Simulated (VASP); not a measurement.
# P (P2/m) in VASP: single point with PBEsol

Aim: the single point of P with PBEsol.

Program: VASP 6.6.1. These are calculated values, not measurements. Logs are shortened: lines on timing, memory, paths and dates and some standing lists are left out, and cuts for length are marked.

## (1) The cell of the first run

Symmetry: P2/m, No. 10, monoclinic system. The conventional cell has a = 2.425 Å, b = 2.439 Å, c = 4.852 Å, α = 90.00°, β = 90.24°, γ = 90.00°. P (site symmetry m) has 6 P at 2.42 to 2.44 Å within 3.2 Å.

## (2) Single point, PBEsol

File INCAR:

```
SYSTEM = P
ALGO = Normal ; EDIFF = 1E-6
ENCUT = 500 ; GGA = PS
GGA_COMPAT = .False. ; ISIF = 2
ISMEAR = 0 ; LASPH = .True.
LCHARG = .True. ; LELF = .True.
LREAL = .False. ; LVHAR = .True.
LWAVE = .False. ; NBANDS = 12
NELM = 120 ; PREC = Accurate
SIGMA = 0.02
```

File KPOINTS:

```
k-points
0
Gamma
  6 6 3
  0 0 0
```

File POSCAR:

```
P
1.0
    2.4246940000      0.0000000000      0.0000000000
    0.0000000000      2.4385350000      0.0000000000
   -0.0203140000      0.0000000000      4.8524330000
P
2
Direct
    0.0000000000      0.0000000000      0.2505750000
    0.0000000000      0.0000000000      0.7494250000
```

Potentials or basis: VASP PAW PBE potentials, release 64 (P).

The run is started by

```sh
$ cat potpaw_PBE.64/P/POTCAR > POTCAR
$ mpirun -np 1 vasp_std > vasp.out
```

OUTCAR:

```text
SYSTEM = P
   EDIFF = 1E-6
   ENCUT = 500
   GGA = PS
   ISIF = 2
   ISMEAR = 0
   LASPH = .True.
   LREAL = .False.
   NELM = 120
   PREC = Accurate

 ion  position               nearest neighbor table
   1  0.000  0.000  0.251-   2 2.42   2 2.43
   2  0.000  0.000  0.749-   1 2.42   1 2.43

  LATTYP: Found a simple monoclinic cell.
 ALAT       =     2.4246940000
 B/A-ratio  =     1.0057083492
 C/A-ratio  =     2.0012733651
 COS(beta)  =    -0.0041863168

  Lattice vectors:

 A1 = (   2.4246940000,   0.0000000000,   0.0000000000)
 A2 = (   0.0000000000,   2.4385350000,   0.0000000000)
 A3 = (  -0.0203140000,   0.0000000000,   4.8524330000)

Analysis of symmetry for initial positions (statically):
=====================================================================
 Subroutine PRICEL returns:
 Original cell was already a primitive cell.

 Routine SETGRP: Setting up the symmetry group for a
 simple monoclinic supercell.

 Subroutine GETGRP returns: Found  4 space group operations
 (whereof  4 operations were pure point group operations)
 out of a pool of  4 trial point group operations.

The static configuration has the point symmetry C_2h.

Analysis of symmetry for dynamics (positions and initial velocities):
=====================================================================
 Subroutine PRICEL returns:
 Original cell was already a primitive cell.

 Routine SETGRP: Setting up the symmetry group for a
 simple monoclinic supercell.

 Subroutine GETGRP returns: Found  4 space group operations
 (whereof  4 operations were pure point group operations)
 out of a pool of  4 trial point group operations.

The dynamic configuration has the point symmetry C_2h.

 Subroutine INISYM returns: Found  4 space group operations
 (whereof  4 operations are pure point group operations),
 and found     1 'primitive' translations

----------------------------------------------------------------------------------------

                                     Primitive cell

  volume of cell :      28.6910

  direct lattice vectors                    reciprocal lattice vectors
     2.424694000  0.000000000  0.000000000     0.412423176  0.000000000  0.001726549
     0.000000000  2.438535000  0.000000000     0.000000000  0.410082283  0.000000000
    -0.020314000  0.000000000  4.852433000     0.000000000  0.000000000  0.206082186

  length of vectors
     2.424694000  2.438535000  4.852475521     0.412426790  0.410082283  0.206082186

  position of ions in fractional coordinates (direct lattice)
     0.000000000  0.000000000  0.250575000
     0.000000000  0.000000000  0.749425000

  ion indices of the primitive-cell ions
   primitive index   ion index
                 1           1
                 2           2

----------------------------------------------------------------------------------------

 KPOINTS: k-points

Automatic generation of k-mesh.
 Grid dimensions read from file:
 generate k-points for:    6    6    3

 Generating k-lattice:

  Cartesian coordinates                     Fractional coordinates (reciprocal lattice)
     0.068737196  0.000000000  0.000287758     0.166666667  0.000000000  0.000000000
     0.000000000  0.068347047  0.000000000     0.000000000  0.166666667  0.000000000
     0.000000000  0.000000000  0.068694062     0.000000000  0.000000000  0.333333333

  Length of vectors
     0.068737798  0.068347047  0.068694062

  Shift w.r.t. Gamma in fractional coordinates (k-lattice)
     0.000000000  0.000000000  0.000000000

 Subroutine IBZKPT returns following result:
 ===========================================

 Found     40 irreducible k-points:

 Following reciprocal coordinates:
            Coordinates               Weight
  0.000000  0.000000  0.000000      1.000000
  0.166667  0.000000  0.000000      2.000000
  0.333333  0.000000 -0.000000      2.000000
  0.500000  0.000000  0.000000      1.000000
  0.000000  0.166667  0.000000      2.000000
  0.166667  0.166667  0.000000      4.000000
[... 16 lines left out ...]
  0.000000  0.166667  0.333333      4.000000
  0.166667  0.166667  0.333333      4.000000
 [... further k-points ...]
   k-points           NKPTS =     40   k-points in BZ     NKDIM =     40   number of bands    NBANDS=     12
   number of dos      NEDOS =    301   number of ions     NIONS =      2
   total plane-waves  NPLWV =  11664
   dimension x,y,z NGX =    18 NGY =   18 NGZ =   36
   dimension x,y,z NGXF=    36 NGYF=   36 NGZF=   72
   ions per type =               2
   NGX,Y,Z   is equivalent  to a cutoff of  12.34, 12.27, 12.33 a.u.
   NGXF,Y,Z  is equivalent  to a cutoff of  24.68, 24.54, 24.67 a.u.
 SYSTEM =  P
   PREC   = accura    normal or accurate (medium, high low for compatibility)
   ISTART =      0    job   : 0-new  1-cont  2-samecut
   ICHARG =      2    charge: 1-file 2-atom 10-const
   ISPIN  =      1    spin polarized calculation?
   LNONCOLLINEAR =      F non collinear calculations
   LSORBIT =      F    spin-orbit coupling
   LASPH  =      T    aspherical Exc in radial PAW
   ENCUT  =  500.0 eV  36.75 Ry    6.06 a.u.   4.42  4.45  8.85*2*pi/ulx,y,z
   NELM   =    120;   NELMIN=  2; NELMDL= -5     # of ELM steps
   EDIFF  = 0.1E-05   stopping-criterion for ELM
   LREAL  =      F    real-space projection
   EDIFFG = 0.1E-04   stopping-criterion for IOM
   NSW    =      0    number of steps for IOM
   IBRION =     -1    ionic relax: 0-MD 1-quasi-New 2-CG
   NFREE  =      0    steps in history (QN), initial steepest desc. (CG)
   ISIF   =      2    stress and relaxation
   ISYM   =      2    0-nonsym 1-usesym 2-fastsym
   POTIM  = 0.5000    time-step for ionic-motion
   TEBEG  =    0.0;   TEEND  =   0.0 temperature during run
   PSTRESS=    0.0 pullay stress
   NELECT =      10.0000    total number of electrons
   NUPDOWN=      -1.0000    fix difference up-down
   EMIN   =  10.00;   EMAX   =-10.00  energy-range for DOS
   EFERMI =   0.00;   METHOD = LEGACY
   ISMEAR =     0;   SIGMA  =   0.02  broadening in eV -4-tet -1-fermi 0-gaus
   EFERMI_NEDOS =   21; number of points for ismear=-14 and -15
   IALGO  =     38    algorithm
   IMIX   =      4    mixing-type and parameters
     AMIX     =   0.40;   BMIX     =  1.00
     AMIX_MAG =   1.60;   BMIX_MAG =  1.00
  volume/ion in A,a.u.               =      14.35        96.81
  Fermi-wavevector in a.u.,A,eV,Ry     =   1.152108  2.177167 18.059716  1.327352
  Thomas-Fermi vector in A             =   2.288761
   LORBIT       =      0    0 simple, 1 ext, 2 COOP (PROOUT), +10 PAW based schemes
   GGA     = PS    functional components
   LHFCALC =     F    Hartree Fock is set to
   AEXX    =    0.0000 exact exchange contribution
   IVDW    =     0    specifies the selected vdW correction
   LEPSILON=     F    determine dielectric tensor
   LRPA    =     F    only Hartree local field effects (RPA)
 non-spin polarized calculation
 Gauss-broadening in eV      SIGMA  =   0.02
  energy-cutoff  :      500.00
  volume of cell :       28.69
 maximum number of plane-waves:       744
 NGX is ok and might be reduce to    18
   NGX =  9   NGY =  9   NGZ = 17

 number of electron      10.0000000 magnetization

 number of electron       9.9999996 magnetization

 Free energy of the ion-electron system (eV)
  ---------------------------------------------------
  ext. energy  EPLUGINS =         0.00000000
  ---------------------------------------------------
  free energy    TOTEN  =       -11.58416557 eV

  energy without entropy =      -11.58355132  energy(sigma->0) =      -11.58385844

 E-fermi :   9.9946     XC(G=0): -11.4366

 val. band max:        9.9799422037   @ k =  -0.1667   0.1667   0.3333
 cond. band min:      10.0072302732   @ k =   0.1667   0.1667   0.3333
 fundamental gap:      0.0272880695
 Fermi energy:         9.9946326586

 k-point     1 :       0.0000    0.0000    0.0000
  band No.  band energies     occupation
      1      -6.8508      2.00000
      2      -2.3904      2.00000
      3       0.9612      2.00000
      4      14.7594      0.00000
      5      14.9579      0.00000
      6      14.9996      0.00000
      7      16.6065      0.00000
      8      16.6544      0.00000
      9      17.6834      0.00000
     10      17.9072      0.00000
     11      19.2777      0.00000
     12      24.0734      0.00000

 k-point     2 :       0.1667    0.0000    0.0000
  band No.  band energies     occupation
      1      -6.2074      2.00000
      2      -1.7440      2.00000
      3       1.5427      2.00000
      4       9.5506      2.00000
      5      13.0375      0.00000
      6      15.2649      0.00000
      7      15.4698      0.00000
      8      17.1243      0.00000
      9      18.1559      0.00000
     10      18.7184      0.00000
     11      20.9782      0.00000
     12      22.8130      0.00000

 k-point     3 :       0.3333    0.0000   -0.0000
  band No.  band energies     occupation
      1      -4.3520      2.00000
      2       0.1501      2.00000
      3       3.1357      2.00000
      4       4.1434      2.00000
      5       7.9043      2.00000
      6      13.2527      0.00000
      7      16.6195      0.00000
      8      16.8208      0.00000
      9      18.4042      0.00000
     10      19.4150      0.00000
     11      23.9123      0.00000
     12      25.4740      0.00000
[... 286 lines left out ...]
 k-point    23 :       0.0000    0.1667    0.3333
  band No.  band energies     occupation
      1      -5.5770      2.00000
      2      -3.7272      2.00000
      3       4.6906      2.00000
      4       9.4534      2.00000
      5      10.7500      0.00000
      6      11.6593      0.00000
      7      15.9840      0.00000
      8      17.3179      0.00000
      9      19.6507      0.00000
     10      20.4519      0.00000
     11      22.2218      0.00000
     12      24.2687      0.00000

 k-point    24 :       0.1667    0.1667    0.3333
  band No.  band energies     occupation
      1      -4.9310      2.00000
      2      -3.0980      2.00000
      3       5.2660      2.00000
      4       9.9695      1.92414
      5      10.0072      0.37304
      6      11.4065      0.00000
      7      12.4389      0.00000
      8      13.5736      0.00000
      9      21.5284      0.00000
     10      21.9458      0.00000
     11      24.6908      0.00000
     12      24.8551      0.00000

 [... further k-points ...]
[... 5 lines left out ...]
  --------------------------------------------------------------------------------------
  -------------------------------------------------------------------------------------
  Total       -0.5131327      0.2875666     -0.4508196      0.0000000      0.0000000      0.0077205
  in kB      -28.6546281     16.0584469    -25.1749053      0.0000000      0.0000000      0.4311321
  external PRESSURE =     -12.5903622 kB  Pullay stress =       0.0000000 kB

 VOLUME and BASIS-vectors are now :
 -----------------------------------------------------------------------------
  energy-cutoff  :      500.00
  volume of cell :       28.69
      direct lattice vectors                 reciprocal lattice vectors
     2.424694000  0.000000000  0.000000000     0.412423176  0.000000000  0.001726549
     0.000000000  2.438535000  0.000000000     0.000000000  0.410082283  0.000000000
    -0.020314000  0.000000000  4.852433000     0.000000000  0.000000000  0.206082186

 POSITION                                       TOTAL-FORCE (eV/Angst)
 -----------------------------------------------------------------------------------
     -0.00509      0.00000      1.21590        -0.000189      0.000000     -0.020715
     -0.01522      0.00000      3.63653         0.000189      0.000000      0.020715
 -----------------------------------------------------------------------------------
    total drift:                               -0.000000      0.000000     -0.000000

  FREE ENERGIE OF THE ION-ELECTRON SYSTEM (eV)
  ---------------------------------------------------
  free  energy   TOTEN  =       -11.5841655677 eV

  energy  without entropy=      -11.5835513181  energy(sigma->0) =      -11.58385844
```

Wall time 13 s (1 thread of Intel Xeon 8259CL, shared host); peak memory 0.13 GiB.

What came out:

- Free energy: -11.5842 eV
- Pressure: -1.3 GPa
- Largest force: 0.021 eV/Å
- Band gap on the k mesh: zero (band 5 reaches 15.26 eV, above the bottom of band 6 at 6.55 eV)

Forces in eV/Å, atoms in the order of the input:
```
P    0.000  0.000 -0.021
P    0.000  0.000  0.021
```

Levels at points of the mesh, in eV from the Fermi level:
| k point | band 2 | band 3 | band 4 | band 5 | band 6 | band 7 | band 8 | band 9 |
| --- | --- | --- | --- | --- | --- | --- | --- | --- |
| (0.00, 0.00, 0.00) | -12.39 | -9.03 | 4.76 | 4.96 | 5.00 | 6.61 | 6.66 | 7.69 |
| (0.50, 0.00, 0.00) | -9.04 | -7.52 | -5.56 | -5.48 | 0.60 | 7.70 | 7.90 | 9.29 |
| (0.00, 0.50, 0.00) | -9.01 | -7.67 | -5.60 | -5.48 | 0.60 | 7.80 | 7.84 | 9.23 |
| (0.50, 0.50, 0.00) | -5.61 | -5.47 | -2.45 | -2.37 | -2.26 | -1.63 | 0.60 | 4.33 |

Caveat: the k points lie up to 0.43 Å⁻¹ apart; the PAW data sets were made with another functional, which shifts forces and pressure a little.
